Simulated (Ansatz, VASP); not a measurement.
Bi: VASP beside Ansatz

```
CELL_PARAMETERS angstrom
3.25218 0.00000 0.00000
0.00000 3.25218 0.00000
0.00000 0.00000 3.25218
ATOMIC_POSITIONS crystal
Bi 0.00000 0.00000 0.00000
```

Alike in both runs: task relaxation of cell and atoms; functional LDA; k mesh 10 × 10 × 10; occupations fermi-dirac, width 0.1 eV; no spin polarisation.

```csv
,VASP,Ansatz
version,VASP 6.6.1,Ansatz 0.2.0
potentials or method,"VASP PAW LDA potentials, release 64 (Bi_d), cutoff 600 eV","plane waves (420 eV) with PAW, scalar-relativistic"
valence electrons in the cell,15,15
```

```csv
,VASP,Ansatz,Ansatz less VASP
relaxed volume (Å³/atom),32.71,32.63,-0.075
relaxed cell length with the largest relative difference (Å),3.198,3.196,-0.0025
```

Ansatz warns that its potentials were made for another functional, while VASP's fit it. LDA's correlation is that of Perdew and Zunger in VASP and of Perdew and Wang (1992) in Ansatz.

Spin-orbit coupling is off throughout.
